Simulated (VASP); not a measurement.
Input of a VASP 6.6.1 run:

The input INCAR:

```
SYSTEM = MgH3O
ALGO     = Normal         ! electronic algorithm
EDIFF    = 1E-6           ! SCF threshold, eV
ENCUT    = 520            ! plane-wave cutoff, eV
GGA      = PE             ! functional
ISIF     = 2              ! what is computed and relaxed
ISMEAR   = 0              ! smearing method
LASPH    = .True.         ! aspherical terms in the spheres
LCHARG   = .True.         ! write CHGCAR
LELF     = .True.         ! ELF
LREAL    = Auto         
LVHAR    = .True.       
LWAVE    = .False.        ! write WAVECAR
NBANDS   = 38             ! bands
NELM     = 60             ! most SCF steps
PREC     = Accurate       ! precision mode
SIGMA    = 0.05           ! smearing width, eV
```

KPOINTS

```
k-points
0
Gamma
  1 1 7
  0 0 0
```

Contents of POSCAR:

```
MgH3O
1.0
   15.2000000000      0.0000000000      0.0000000000
    0.0000000000     14.7000000000      0.0000000000
    0.0000000000      0.0000000000      3.8257926120
Mg O H
4 4 12
Direct
    0.5000000000      0.4938416205     -0.1779626950
    0.3834201100      0.4245626309      0.3223362713
    0.6165798900      0.4245626309      0.3223362713
    0.5000000000      0.6328453085      0.3223427005
    0.5000000000      0.4938726069      0.3220130185
    0.3793897168      0.4220890151      0.8219936677
    0.6206102832      0.4220890151      0.8219936677
    0.5000000000      0.6377784306      0.8219339877
    0.3687538874      0.2540236111      0.3686800170
    0.2423402766      0.5151241047      0.3665873867
    0.6312461126      0.2540236111      0.3686800170
    0.7576597234      0.5151241047      0.3665873867
    0.3573375586      0.7217191992      0.3609786815
    0.6426624414      0.7217191992      0.3609786815
    0.3694637631      0.2643714348      1.1747594786
    0.2513457959      0.5087861398      1.1731975233
    0.6305362369      0.2643714348      1.1747594786
    0.7486542041      0.5087861398      1.1731975233
    0.3676666024      0.7157288899      1.1685704329
    0.6323333976      0.7157288899      1.1685704329
```

Potentials or basis: VASP PAW PBE potentials, release 64 (Mg, O, H).

Command:

```console
$ cat potpaw_PBE.64/Mg/POTCAR potpaw_PBE.64/O/POTCAR potpaw_PBE.64/H/POTCAR > POTCAR
$ mpirun -np 1 vasp_std > vasp.out
```

(1) Estimate the band gap on the k mesh.

(2) Estimate the largest force.

Answers

(1) 3.90 eV.

(2) 0.020 eV/Å.
